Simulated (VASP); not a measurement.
CdS (Hawleyite), 2 atoms in the cell. The structure is cubic, space group F-43m (No. 216). The conventional cell has a = 5.714 Å, b = 5.714 Å, c = 5.714 Å, α = 90.00°, β = 90.00°, γ = 90.00°. Cd (site symmetry -43m) has 4 S at 2.47 Å within 3.3 Å. Within 3.3 Å of S (site symmetry -43m) lie 4 Cd at 2.47 Å. 

- Program: VASP 6.6.1
- Task: single point
- Functional: r2SCAN
- Potentials or basis: VASP PAW PBE potentials, release 64 (Cd, S)
- Cutoff: 520 eV
- k mesh: 8 × 8 × 8
- Occupations: fermi-dirac, width 0.05 eV
- Spin: no spin polarisation
- Dipole correction: no
- Further INCAR settings: ALGO = Normal; EDIFF = 1e-06; NBANDS = 16

Potentials or basis: VASP PAW PBE potentials, release 64 (Cd, S).

Command:

```sh
$ cat potpaw_PBE.64/Cd/POTCAR potpaw_PBE.64/S/POTCAR > POTCAR
$ cp INCAR.step1 INCAR
$ mpirun -np 1 vasp_std > vasp.out
$ cp INCAR.step2 INCAR
$ mpirun -np 1 vasp_std > vasp.out
```

Hardware: 1 thread of AMD EPYC 9R45 96-Core Processor (Zen 5) (shared host).

Question: Estimate the wall time of this run.

Answer: It took 55 s on 1 thread of AMD EPYC 9R45 96-Core Processor (Zen 5), with other jobs on the host, peak memory 0.15 GiB. Counts: k points 29.
